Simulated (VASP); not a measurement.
Here is a VASP 6.6.1 calculation.

Contents of INCAR:

```
  ALGO = Normal
  EDIFF = 1E-6
  EDIFFG = -0.04
  ENCUT = 600
  GGA = PE
  IBRION = 2
  ISIF = 3
  ISMEAR = 0
  LASPH = T
  LCHARG = F
  LREAL = F
  LWAVE = F
  NELM = 100
  NSW = 90
  PREC = Accurate
  SIGMA = 0.1
```

File KPOINTS:

```
k-points
0
Gamma
  6 6 4
```

The input POSCAR:

```
Hf2H3
1.0
    4.2656399900      0.0000000000      0.0000000000
   -2.1328199900      3.6941525900      0.0000000000
    0.0000000000      0.0000000000      3.9628391700
Hf H
2 3
Direct
    0.3333333300      0.6666666700      0.0000000000
    0.6666666700      0.3333333300      0.0000000000
    0.0000000000      0.0000000000      0.2659051900
    0.0000000000      0.0000000000      0.7340948100
    0.0000000000      0.0000000000      0.5000000000
```

Potentials or basis: VASP PAW PBE potentials, release 64 (Hf_pv, H).

The run is started by

```sh
$ cat potpaw_PBE.64/Hf_pv/POTCAR potpaw_PBE.64/H/POTCAR > POTCAR
$ mpirun -np 1 vasp_std > vasp.out
```

(1) Predict the relaxed volume.

(2) Predict the space group after relaxing (to 0.05 Å).

(3) Predict the relaxed cell.

Answers

(1) 13.29 Å³/atom.

(2) P6/mmm (No. 191).

(3) a = 5.066 Å, b = 5.066 Å, c = 2.990 Å, α = 90.00°, β = 90.00°, γ = 120.00°.

Caveat: the k points lie up to 0.53 Å⁻¹ apart in the final cell.
